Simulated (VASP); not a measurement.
A run of VASP 6.6.1 is set up as follows.

INCAR

```
SYSTEM = AlN
  PREC = Accurate
  ENCUT = 520
  EDIFF = 1E-8
  ISMEAR = -1
  SIGMA = 0.02
  LREAL = .FALSE.
  LASPH = .TRUE.
  NELM = 60
  ALGO = Normal
  ISIF = 2
  LWAVE = .FALSE.
  LCHARG = .FALSE.
  GGA = PE
  LEFG = .TRUE.
  NBANDS = 16
```

The input KPOINTS:

```
regular mesh
0
G
  11 11 6
  0 0 0
```

File POSCAR:

```
AlN
1.0
    3.1519410852      0.0000000000      0.0000000000
   -1.5759705426      2.7296610510      0.0000000000
    0.0000000000      0.0000000000      5.0435075122
Al N
2 2
Direct
    0.3333333333      0.6666666667      0.0000000000
    0.6666666667      0.3333333333      0.5000000000
    0.3333333333      0.6666666667      0.3850000000
    0.6666666667      0.3333333333      0.8850000000
```

Potentials or basis: VASP PAW PBE potentials, release 64 (Al, N).

Launch:

```sh
$ cat potpaw_PBE.64/Al/POTCAR potpaw_PBE.64/N/POTCAR > POTCAR
$ mpirun -np 1 vasp_std > vasp.out
```

**Question.** Predict the pressure.

**Answer.** -3.8 GPa.

**Question.** Predict the band gap on the k mesh.

**Answer.** 3.82 eV, direct.

**Question.** Estimate the largest force.

**Answer.** 0.179 eV/Å.

Electric field gradients, principal values (V/Å²):
| atom | least | middle | greatest (by size) |
| --- | --- | --- | --- |
| 1 Al | -4.084 | -4.084 | 8.168 |
| 2 Al | -4.084 | -4.084 | 8.168 |
| 3 N | -0.152 | -0.154 | 0.306 |
| 4 N | -0.152 | -0.154 | 0.306 |

Caveat: without QUAD_EFG the Cq values of the log hold for a quadrupole moment of 1 mb, not for the nuclei. A k mesh can miss the band edges.
